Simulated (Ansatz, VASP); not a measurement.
**Hf: VASP beside Ansatz**

INCAR

```
SYSTEM = Hf
  PREC = Accurate
  ENCUT = 520
  EDIFF = 1E-6
  ISMEAR = 0
  SIGMA = 0.15
  LREAL = .FALSE.
  LASPH = .TRUE.
  NELM = 100
  ALGO = Fast
  ISIF = 2
  LWAVE = .FALSE.
  LCHARG = .TRUE.
  GGA = PS
  LELF = .TRUE.
  LVHAR = .TRUE.
  NBANDS = 17
```

KPOINTS

```
regular mesh
0
G
  18 18 10
  0 0 0
```

The input POSCAR:

```
Hf
1.0
    3.1007975685      0.0000000000      0.0000000000
   -1.5503987842      2.6853694663      0.0000000000
    0.0000000000      0.0000000000      5.0578000000
Hf
2
Direct
    0.3333333333      0.6666666667      0.2500000000
    0.6666666667      0.3333333333      0.7500000000
```

Input for Ansatz:

```yaml
crystal:
  lattice:
    - [3.1007975685, 0.0, 0.0]
    - [-1.5503987842, 2.6853694663, 0.0]
    - [0.0, 0.0, 5.0578]
  atoms:
    - { symbol: Hf, position: [0.3333333333, 0.6666666667, 0.25] }
    - { symbol: Hf, position: [0.6666666667, 0.3333333333, 0.75] }
basis:
  ecutwfc: 420
kpoints:
  mp_grid: { grid: [18, 18, 10] }
hamiltonian:
  xc: pbesol
scf:
  occupations: { method: gaussian, width: 0.15 }
output:
  forces: true
  stress: true
  eigenvalues: true
```

Change from the starting cell: strain -0.030 along x and y, +0.000 along z, atoms carried along.

Alike in both runs: task single point; functional PBEsol; k mesh 18 × 18 × 10; occupations gaussian, width 0.15 eV; no spin polarisation.

|  | VASP | Ansatz |
| --- | --- | --- |
| version | VASP 6.6.1 | Ansatz 0.2.0 |
| potentials or method | VASP PAW PBE potentials, release 64 (Hf_pv), cutoff 520 eV | scalar-relativistic, plane waves, PAW |
| valence electrons in the cell | 20 | 52 |

|  | VASP | Ansatz | Ansatz less VASP |
| --- | --- | --- | --- |
| gap on the k mesh at the Fermi level (eV) | none | none | - |
| pressure (GPa) | 2.6 | 2.9 | +0.34 |
| traceless stress, the component that is largest in VASP (GPa) | -2.64 | -2.56 | +0.079 |

VASP's potentials were made for PBE, not for PBEsol. A gap of «none» marks a metal or a gap that the smearing closes. VASP's potentials hold 20 valence electrons a cell and Ansatz's 52, so a difference there can come from the potentials and not from the codes.

Spin-orbit coupling is off throughout.
